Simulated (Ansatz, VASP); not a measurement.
## Ru: VASP beside Ansatz

INCAR

```
ALGO = Normal
EDIFF = 1E-6
ENCUT = 520
GGA = PS
ISIF = 2
ISMEAR = 1
LASPH = T
LCHARG = T
LELF = T
LREAL = F
LVHAR = T
LWAVE = F
NBANDS = 21
NELM = 60
PREC = Accurate
SIGMA = 0.1
```

The input KPOINTS:

```
k-points
0
Gamma
  34 34 19
```

File POSCAR:

```
Ru
1.0
    2.6907711210      0.0000000000      0.0000000000
   -1.3453855600      2.3302761460      0.0000000000
    0.0000000000      0.0000000000      4.2477013430
Ru
2
Direct
    0.0000000000      0.0000000000      0.0000000000
    0.3333333333      0.6666666667      0.5000000000
```

Input for Ansatz:

```yaml
crystal:
  lattice:
    - [2.690771121, 0.0, 0.0]
    - [-1.34538556, 2.330276146, 0.0]
    - [0.0, 0.0, 4.247701343]
  atoms:
    - { symbol: Ru, position: [0.0, 0.0, 0.0] }
    - { symbol: Ru, position: [0.3333333333, 0.6666666667, 0.5] }
kpoints:
  mp_grid: { grid: [34, 34, 19] }
scf:
  occupations: { method: cold, width: 0.1 }
hamiltonian:
  xc: pbesol
  pseudopotentials: { kind: paw }
output:
  forces: true
  stress: true
  populations: false
```

Alike in both runs: task single point; functional PBEsol; k mesh 34 × 34 × 19; no spin polarisation.

```csv
,VASP,Ansatz
version,VASP 6.6.1,Ansatz 0.2.0
potentials or method,"VASP PAW PBE potentials, release 64 (Ru_pv)","plane-wave PAW, scalar-relativistic"
plane-wave cutoff (eV),520,420
occupations,"methfessel-paxton of order 1, width 0.1 eV","cold, width 0.1 eV"
valence electrons in the cell,28,32
```

|  | VASP | Ansatz | Ansatz less VASP |
| --- | --- | --- | --- |
| pressure (GPa) | 0.0 | 0.0 | +0.02 |
| traceless stress, the component that is largest in VASP (GPa) | -0.20 | -0.24 | -0.040 |

VASP's potentials were made for PBE, not for PBEsol. VASP's potentials hold 28 valence electrons a cell and Ansatz's 32, so a difference there can come from the potentials and not from the codes.
